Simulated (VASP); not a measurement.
# Ru (P6_3/mmc) in VASP: a series of runs

Ru is run at these levels: PBEsol; tasks: single point.

All numbers are computed with VASP 6.6.1; they aren't measurements. Logs are shortened: lines on timing, memory, paths and dates and some standing lists are left out, and cuts for length are marked.

## Step 1: The cell of the first run

The structure is hexagonal, space group P6_3/mmc (No. 194). Conventional cell: a = 2.669 Å, b = 2.669 Å, c = 4.224 Å, α = 90.00°, β = 90.00°, γ = 120.00°. Within 3.4 Å of Ru (site symmetry -6m2) lie 12 Ru at 2.61 to 2.67 Å.

## Step 2: Single point, PBEsol (volume scaled by 0.96)

INCAR reads:

```
SYSTEM = Ru
ALGO = Normal
EDIFF = 1E-6
ENCUT = 520
GGA = PS
ISIF = 2
ISMEAR = -1
LASPH = .True.
LCHARG = .True.
LELF = .True.
LREAL = .False.
LVHAR = .True.
LWAVE = .False.
NBANDS = 21
NELM = 80
PREC = Accurate
SIGMA = 0.03
```

KPOINTS reads:

```
k-points
0
Gamma
  14 14 8
  0 0 0
```

POSCAR reads:

```
Ru
1.0
    2.6692299955      0.0000000000      0.0000000000
   -1.3346149977      2.3116209847      0.0000000000
    0.0000000000      0.0000000000      4.2240293924
Ru
2
Direct
    0.3333333333      0.6666666667      0.2500000000
    0.6666666667      0.3333333333      0.7500000000
```

Potentials or basis: VASP PAW PBE potentials, release 64 (Ru_pv).

Launch:

```sh
> cat potpaw_PBE.64/Ru_pv/POTCAR > POTCAR
> mpirun -np 1 vasp_std > vasp.out
```

OUTCAR:

```text
SYSTEM = Ru
   EDIFF = 1E-6
   ENCUT = 520
   GGA = PS
   ISIF = 2
   ISMEAR = -1
   LASPH = .True.
   LREAL = .False.
   NELM = 80
   PREC = Accurate

 ion  position               nearest neighbor table
   1  0.333  0.667  0.250-   2 2.61   2 2.61   2 2.61   2 2.61   2 2.61   2 2.61
   2  0.667  0.333  0.750-   1 2.61   1 2.61   1 2.61   1 2.61   1 2.61   1 2.61

  LATTYP: Found a hexagonal cell.
 ALAT       =     2.6692299955
 C/A-ratio  =     1.5824898564

  Lattice vectors:

 A1 = (   2.6692299955,   0.0000000000,   0.0000000000)
 A2 = (  -1.3346149977,   2.3116209847,   0.0000000000)
 A3 = (   0.0000000000,   0.0000000000,   4.2240293924)

Analysis of symmetry for initial positions (statically):
=====================================================================
 Subroutine PRICEL returns:
 Original cell was already a primitive cell.

 Routine SETGRP: Setting up the symmetry group for a
 hexagonal supercell.

 Subroutine GETGRP returns: Found 24 space group operations
 (whereof 12 operations were pure point group operations)
 out of a pool of 24 trial point group operations.

The static configuration has the point symmetry D_3d.
 The point group associated with its full space group is D_6h.

Analysis of symmetry for dynamics (positions and initial velocities):
=====================================================================
 Subroutine PRICEL returns:
 Original cell was already a primitive cell.

 Routine SETGRP: Setting up the symmetry group for a
 hexagonal supercell.

 Subroutine GETGRP returns: Found 24 space group operations
 (whereof 12 operations were pure point group operations)
 out of a pool of 24 trial point group operations.

The dynamic configuration has the point symmetry D_3d.
 The point group associated with its full space group is D_6h.

 Subroutine INISYM returns: Found 24 space group operations
 (whereof 12 operations are pure point group operations),
 and found     1 'primitive' translations

----------------------------------------------------------------------------------------

                                     Primitive cell

  volume of cell :      26.0633

  direct lattice vectors                    reciprocal lattice vectors
     2.669229995  0.000000000  0.000000000     0.374639878  0.216298434  0.000000000
    -1.334614998  2.311620985  0.000000000     0.000000000  0.432596869  0.000000000
     0.000000000  0.000000000  4.224029392     0.000000000  0.000000000  0.236740777

[... 73 lines left out ...]
 SYSTEM =  Ru
   PREC   = accura    normal or accurate (medium, high low for compatibility)
   ISTART =      0    job   : 0-new  1-cont  2-samecut
   ICHARG =      2    charge: 1-file 2-atom 10-const
   ISPIN  =      1    spin polarized calculation?
   LNONCOLLINEAR =      F non collinear calculations
   LSORBIT =      F    spin-orbit coupling
   LASPH  =      T    aspherical Exc in radial PAW
   ENCUT  =  520.0 eV  38.22 Ry    6.18 a.u.   4.96  4.96  7.85*2*pi/ulx,y,z
   NELM   =     80;   NELMIN=  2; NELMDL= -5     # of ELM steps
   EDIFF  = 0.1E-05   stopping-criterion for ELM
   LREAL  =      F    real-space projection
   EDIFFG = 0.1E-04   stopping-criterion for IOM
   NSW    =      0    number of steps for IOM
   IBRION =     -1    ionic relax: 0-MD 1-quasi-New 2-CG
   NFREE  =      0    steps in history (QN), initial steepest desc. (CG)
   ISIF   =      2    stress and relaxation
   ISYM   =      2    0-nonsym 1-usesym 2-fastsym
   POTIM  = 0.5000    time-step for ionic-motion
   TEBEG  =    0.0;   TEEND  =   0.0 temperature during run
   PSTRESS=    0.0 pullay stress
   NELECT =      28.0000    total number of electrons
   NUPDOWN=      -1.0000    fix difference up-down
   EMIN   =  10.00;   EMAX   =-10.00  energy-range for DOS
   EFERMI =   0.00;   METHOD = LEGACY
   ISMEAR =    -1;   SIGMA  =   0.03  broadening in eV -4-tet -1-fermi 0-gaus
   EFERMI_NEDOS =   21; number of points for ismear=-14 and -15
   IALGO  =     38    algorithm
   IMIX   =      4    mixing-type and parameters
     AMIX     =   0.40;   BMIX     =  1.00
     AMIX_MAG =   1.60;   BMIX_MAG =  1.00
  volume/ion in A,a.u.               =      13.03        87.94
  Fermi-wavevector in a.u.,A,eV,Ry     =   1.676683  3.168472 38.249599  2.811266
  Thomas-Fermi vector in A             =   2.761083
   LORBIT       =      0    0 simple, 1 ext, 2 COOP (PROOUT), +10 PAW based schemes
   GGA     = PS    functional components
   LHFCALC =     F    Hartree Fock is set to
   AEXX    =    0.0000 exact exchange contribution
   IVDW    =     0    specifies the selected vdW correction
   LEPSILON=     F    determine dielectric tensor
   LRPA    =     F    only Hartree local field effects (RPA)
 non-spin polarized calculation
  energy-cutoff  :      520.00
  volume of cell :       26.06
 maximum number of plane-waves:       722
 NGX is ok and might be reduce to    20
   NGX =  9   NGY =  9   NGZ = 15

 number of electron      27.9999991 magnetization

 Free energy of the ion-electron system (eV)
  ---------------------------------------------------
  ext. energy  EPLUGINS =         0.00000000
  ---------------------------------------------------
  free energy    TOTEN  =       -20.32418350 eV

  energy without entropy =      -20.31773354  energy(sigma->0) =      -20.32095852

 E-fermi :  13.4483     XC(G=0): -14.5362

 val. band max:       13.4296375172   @ k =   0.2857   0.1429   0.1250
 cond. band min:      13.4558285746   @ k =   0.0000   0.0000   0.3750
 fundamental gap:      0.0261910574
 Fermi energy:        13.4483444239

 k-point     1 :       0.0000    0.0000    0.0000
  band No.  band energies     occupation
      1     -30.3093      2.00000
      2     -29.2285      2.00000
      3     -29.2285      2.00000
      4     -29.0344      2.00000
      5     -29.0344      2.00000
      6     -28.9940      2.00000
[... 565 lines left out ...]
     20      23.6951      0.00000
     21      23.6958      0.00000

 [... further k-points ...]
[... 5 lines left out ...]
  --------------------------------------------------------------------------------------
  -------------------------------------------------------------------------------------
  Total        1.3884930      1.3884930      1.1706839      0.0000000      0.0000000      0.0000000
  in kB       85.3541660     85.3541660     71.9648883      0.0000000      0.0000000      0.0000000
  external PRESSURE =      80.8910734 kB  Pullay stress =       0.0000000 kB

 VOLUME and BASIS-vectors are now :
 -----------------------------------------------------------------------------
  energy-cutoff  :      520.00
  volume of cell :       26.06
      direct lattice vectors                 reciprocal lattice vectors
     2.669229995  0.000000000  0.000000000     0.374639878  0.216298434  0.000000000
    -1.334614998  2.311620985  0.000000000     0.000000000  0.432596869  0.000000000
     0.000000000  0.000000000  4.224029392     0.000000000  0.000000000  0.236740777

 POSITION                                       TOTAL-FORCE (eV/Angst)
 -----------------------------------------------------------------------------------
     -0.00000      1.54108      1.05601        -0.000000      0.000000      0.000000
      1.33461      0.77054      3.16802         0.000000     -0.000000      0.000000
 -----------------------------------------------------------------------------------
    total drift:                               -0.000000      0.000000     -0.000000

  FREE ENERGIE OF THE ION-ELECTRON SYSTEM (eV)
  ---------------------------------------------------
  free  energy   TOTEN  =       -20.3241834972 eV

  energy  without entropy=      -20.3177335395  energy(sigma->0) =      -20.32095852
```

OSZICAR:

```text
N       E                     dE             d eps       ncg     rms          rms(c)
DAV:   1     0.284815964363E+03    0.28482E+03   -0.17510E+04  5048   0.149E+03
DAV:   2    -0.159878178486E+02   -0.30080E+03   -0.29135E+03  5185   0.446E+02
DAV:   3    -0.218420233606E+02   -0.58542E+01   -0.58231E+01  5925   0.696E+01
DAV:   4    -0.218837560528E+02   -0.41733E-01   -0.41685E-01  6218   0.566E+00
DAV:   5    -0.218842552244E+02   -0.49917E-03   -0.49498E-03  5734   0.557E-01    0.213E+01
DAV:   6    -0.204308405119E+02    0.14534E+01   -0.31552E+00  5975   0.174E+01    0.587E+00
DAV:   7    -0.203357906665E+02    0.95050E-01   -0.65485E-01  5665   0.578E+00    0.980E-01
DAV:   8    -0.203260689534E+02    0.97217E-02   -0.15510E-02  5525   0.124E+00    0.544E-01
DAV:   9    -0.203241690915E+02    0.18999E-02   -0.17284E-03  5825   0.457E-01    0.320E-02
DAV:  10    -0.203241838525E+02   -0.14761E-04   -0.56724E-05  5635   0.791E-02    0.173E-02
DAV:  11    -0.203241834972E+02    0.35524E-06   -0.38914E-06  5695   0.193E-02
   1 F= -.20324183E+02 E0= -.20320959E+02  d E =-.644996E-02
```

Wall time 18 s (1 thread of Intel Xeon 6975P-C (Granite Rapids), shared host); peak memory 0.17 GiB.

Results:

- Free energy: -20.3242 eV
- Pressure: 8.1 GPa
- Band gap on the k mesh: zero (band 14 reaches 15.22 eV, above the bottom of band 15 at 11.86 eV)

Caveat: the PAW data sets were made with another functional, which shifts forces and pressure a little.

## Step 3: Single point, PBEsol (volume scaled by 0.99)

INCAR reads:

```
  ALGO = Normal
  EDIFF = 1E-6
  ENCUT = 520
  GGA = PS
  ISIF = 2
  ISMEAR = -1
  LASPH = True
  LCHARG = True
  LELF = True
  LREAL = False
  LVHAR = True
  LWAVE = False
  NBANDS = 21
  NELM = 100
  PREC = Accurate
  SIGMA = 0.03
```

KPOINTS reads:

```
k-points
0
Gamma
  14 14 8
```

POSCAR reads:

```
Ru
1.0
    2.6967497705      0.0000000000      0.0000000000
   -1.3483748852      2.3354538089      0.0000000000
    0.0000000000      0.0000000000      4.2675791572
Ru
2
Direct
    0.3333333333      0.6666666667      0.2500000000
    0.6666666667      0.3333333333      0.7500000000
```

Potentials or basis: VASP PAW PBE potentials, release 64 (Ru_pv).

Launch:

```sh
> cat potpaw_PBE.64/Ru_pv/POTCAR > POTCAR
> mpirun -np 1 vasp_std > vasp.out
```

It took 20 s on 1 thread of Intel Xeon 6975P-C (Granite Rapids), shared host; peak memory 0.17 GiB.

It converged, with:

| Item | Value |
| --- | --- |
| Free energy | -20.3367 eV |
| Pressure | -3.0 GPa |
| Band gap on the k mesh | zero (band 14 reaches 14.55 eV, above the bottom of band 15 at 11.35 eV) |

Stress tensor (GPa, compression positive):
```
-2.38  0.00  0.00
 0.00 -2.38  0.00
 0.00  0.00 -4.27
```

Levels at points of the mesh, in eV from the Fermi level:
```tsv
k point	band 11	band 12	band 13	band 14	band 15	band 16	band 17	band 18
(0.00, 0.00, 0.00)	-2.45	-1.93	-1.93	-1.40	-1.40	1.23	1.23	1.26
(0.50, 0.00, 0.00)	-2.10	-1.83	-1.54	1.48	1.91	1.98	4.13	6.19
(0.00, 0.00, 0.50)	-2.80	-2.80	-2.76	-2.76	0.58	0.58	0.58	0.58
(0.50, 0.00, 0.50)	-1.06	-1.06	0.45	0.45	1.74	1.74	3.42	3.42
```

Caveat: the PAW data sets were made with another functional, which shifts forces and pressure a little.

(Continued in part 2 of 2.)
